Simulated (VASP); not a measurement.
Here is a VASP 6.6.1 calculation.

Contents of INCAR:

```
PREC = Accurate
ENCUT = 520
EDIFF = 1E-6
ISMEAR = 0
SIGMA = 0.05
LREAL = False
LASPH = True
NELM = 80
ALGO = Normal
ISIF = 2
LWAVE = False
LCHARG = False
GGA = PE
NBANDS = 24
```

KPOINTS

```
Automatic mesh
0
Gamma
  9 9 6
```

The input POSCAR:

```
CaO
1.0
    4.1134403730      0.0000000000      0.0000000000
   -2.0567201865      3.5623438600      0.0000000000
    0.0000000000      0.0000000000      4.5568692452
Ca O
2 2
Direct
    0.3333333333      0.6666666667      0.7500000000
    0.6666666667      0.3333333333      0.2500000000
    0.3333333333      0.6666666667      0.2500000000
    0.6666666667      0.3333333333      0.7500000000
```

Potentials or basis: VASP PAW PBE potentials, release 64 (Ca_sv, O).

Run with:

```sh
$ cat potpaw_PBE.64/Ca_sv/POTCAR potpaw_PBE.64/O/POTCAR > POTCAR
$ mpirun -np 1 vasp_std > vasp.out
```

Problem. What does it give for the pressure?

Solution. 2.3 GPa.

Problem. Predict the band gap on the k mesh.

Solution. 2.82 eV.

Stress tensor (GPa, compression positive):
```
-1.79  0.00  0.00
 0.00 -1.79  0.00
 0.00  0.00 10.58
```

Caveat: the stress differs along the axes, from -2 to 11 GPa. A k mesh can miss the band edges.
